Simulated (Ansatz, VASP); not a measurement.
**Al in VASP and in Ansatz**

```xyz
26
Lattice="0.0000 6.0622 -6.0622 6.0622 6.0622 0.0000 6.0622 0.0000 -6.0622" Properties=species:S:1:pos:R:3 pbc="T T T"
Al    4.0709    4.0709   -8.0829
Al    8.0535    8.0535   -8.0829
Al   10.1181    8.0684   -6.0767
Al    6.0622    4.0709   -6.0916
Al    8.0535    6.0622   -6.0916
Al    4.0709    0.0000   -4.0120
Al    6.0622    1.9913   -4.0120
Al    8.0684    4.0559   -4.0270
Al    8.0684   10.1181   -6.0767
Al    4.0709    6.0622   -6.0916
Al    6.0622    8.0535   -6.0916
Al    2.0063    2.0063   -4.0270
Al    4.0559    4.0559   -4.0270
Al    6.0622    6.0622   -4.0306
Al    2.0098    0.0000   -2.0207
Al    4.0709    1.9913   -2.0207
Al    6.0622    4.0524   -2.0207
Al    0.0000    4.0709   -4.0120
Al    1.9913    6.0622   -4.0120
Al    4.0559    8.0684   -4.0270
Al    0.0000    2.0098   -2.0207
Al    1.9913    4.0709   -2.0207
Al    4.0524    6.0622   -2.0207
Al    0.0000    0.0000   -0.0109
Al    2.0063    2.0063   -0.0145
Al    4.0559    4.0559   -0.0145
```

Change from the starting cell: Al on a Al site beside a Al vacancy, charge +0, atoms relaxed.

Alike in both runs: functional PBE; k mesh 3 × 3 × 3; occupations gaussian, width 0.1 eV; no spin polarisation.

Ansatz relaxed the structure, and its values are those at the end. VASP's run is a single point on that final structure, the one shown.

|  | VASP | Ansatz |
| --- | --- | --- |
| version | VASP 6.6.1 | Ansatz 0.2.0 |
| potentials or method | VASP PAW PBE potentials, release 64 (Al), cutoff 520 eV | scalar-relativistic, plane waves, PAW |
| valence electrons in the cell | 78 | 78 |

|  | VASP | Ansatz | Ansatz less VASP |
| --- | --- | --- | --- |
| gap on the k mesh at the Fermi level (eV) | none | none | - |
| rms of the force components (eV/Å) | 0.004 | 0.004 | -0.0001 |

A gap of «none» marks a metal or a gap that the smearing closes.
